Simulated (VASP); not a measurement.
Cs, 2 atoms in the cell. The cell holds a sheet with vacuum, 2 atoms: a = 8.630 Å, b = 8.630 Å, c = 23.800 Å, α = 90.00°, β = 90.00°, γ = 120.00°. 

| Quantity | Value |
| --- | --- |
| Program | VASP 6.6.1 |
| Task | single point |
| Functional | PBE |
| Potentials or basis | VASP PAW PBE potentials, release 64 (Cs_sv) |
| Cutoff | 520 eV |
| k mesh | 12 × 12 × 1 |
| Occupations | gaussian, width 0.1 eV |
| Spin | no spin polarisation |
| Dipole correction | yes |
| Further INCAR settings | ALGO = Normal; EDIFF = 1e-06; NBANDS = 16 |

Potentials or basis: VASP PAW PBE potentials, release 64 (Cs_sv).

Run with:

```sh
$ cat potpaw_PBE.64/Cs_sv/POTCAR > POTCAR
$ mpirun -np 1 vasp_std > vasp.out
```

Hardware: 1 thread of Intel(R) Xeon(R) 6975P-C (Granite Rapids), with other jobs on the host.

**Question.** How long does it take, and how much memory?

**Answer.** Wall time 9.3 min on 1 thread of Intel(R) Xeon(R) 6975P-C (Granite Rapids), with other jobs on the host, peak memory 1.4 GiB. Counts: scf iterations 18, k points 19.
